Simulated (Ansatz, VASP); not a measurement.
**Two plane-wave programs on Sn**

INCAR

```
SYSTEM = Sn
PREC = Accurate
ENCUT = 520
EDIFF = 1E-7
ISMEAR = 0
SIGMA = 0.1
LREAL = .FALSE.
LASPH = .TRUE.
NELM = 80
ALGO = Fast
ISIF = 2
LWAVE = .FALSE.
LCHARG = .FALSE.
GGA = PE
NBANDS = 21
```

File KPOINTS:

```
Automatic mesh
0
G
  6 6 6
  0 0 0
```

POSCAR

```
Sn
1.0
    3.2836297500      0.0000000000      0.0000000000
    0.0000000000      3.4044316000      0.0000000000
    0.0000000000      0.0000000000      2.8655869200
Sn
2
Direct
    0.0000000000      0.0000000000      0.6502296600
    0.5000000000      0.5000000000      0.3497703400
```

Input for Ansatz:

```yaml
crystal:
  lattice:
    - [3.28362975, 0.0, 0.0]
    - [0.0, 3.4044316, 0.0]
    - [0.0, 0.0, 2.86558692]
  atoms:
    - { symbol: Sn, position: [0.0, 0.0, 0.65022966] }
    - { symbol: Sn, position: [0.5, 0.5, 0.34977034] }
basis:
  ecutwfc: 420
kpoints:
  mp_grid: { grid: [6, 6, 6] }
hamiltonian:
  xc: pbe
scf:
  occupations: { method: gaussian, width: 0.1 }
  lower_state_search: "off"
output:
  forces: true
  stress: true
  eigenvalues: true
```

Alike in both runs: task single point; functional PBE; k mesh 6 × 6 × 6; occupations gaussian, width 0.1 eV; no spin polarisation.

|  | VASP | Ansatz |
| --- | --- | --- |
| version | VASP 6.6.1 | Ansatz 0.2.0 |
| potentials or method | VASP PAW PBE potentials, release 64 (Sn_d), cutoff 520 eV | scalar-relativistic, plane waves, PAW |
| valence electrons in the cell | 28 | 28 |

|  | VASP | Ansatz | Ansatz less VASP |
| --- | --- | --- | --- |
| gap on the k mesh at the Fermi level (eV) | none | none | - |
| rms of the force components (eV/Å) | 1.998 | 1.995 | -0.0034 |

Atom by atom the forces differ by 0.003 eV/Å (rms over components). A gap of «none» marks a metal or a gap that the smearing closes. The functional is the same, so the differences come from potentials, cutoffs and numerics.

The k mesh is coarse, so the values compare programs but aren't converged.
